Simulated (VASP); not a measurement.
Set up this calculation in VASP 6.6.1, as the native input.

- Task: single point
- Functional: PBEsol
- Potentials or basis: VASP PAW PBE potentials, release 64 (Ir)
- Cutoff: 520 eV
- k mesh: 10 × 10 × 10
- Occupations: fermi-dirac, width 0.05 eV
- Spin: no spin polarisation
- Dipole correction: no
- Further INCAR settings: ALGO = Normal; EDIFF = 1e-06; NBANDS = 10

The structure of Ir lies in POSCAR:

```
Ir
1.0
    0.0000000000      1.9143601994      1.9143601994
    1.9143601994      0.0000000000      1.9143601994
    1.9143601994      1.9143601994      0.0000000000
Ir
1
Direct
    0.0000000000      0.0000000000      0.0000000000
```

These files were run (other wordings do the same):

INCAR

```
  PREC = Accurate
  ENCUT = 520
  EDIFF = 1E-6
  ISMEAR = -1
  SIGMA = 0.05
  LREAL = False
  LASPH = True
  NELM = 100
  ALGO = Normal
  ISIF = 2
  LWAVE = False
  LCHARG = True
  GGA = PS
  LELF = True
  LVHAR = True
  NBANDS = 10
```

KPOINTS

```
regular mesh
0
Gamma
  10 10 10
```

Potentials or basis: VASP PAW PBE potentials, release 64 (Ir).

Run with:

```sh
$ cat potpaw_PBE.64/Ir/POTCAR > POTCAR
$ mpirun -np 1 vasp_std > vasp.out
```

Results of the run:

The pressure is 1.6 GPa.

Caveat: the PAW data sets were made with another functional, which shifts forces and pressure a little.

Run time: 3.3 s on 1 thread of Intel(R) Xeon(R) 6975P-C (Granite Rapids), with other jobs on the host, peak memory 0.13 GiB.
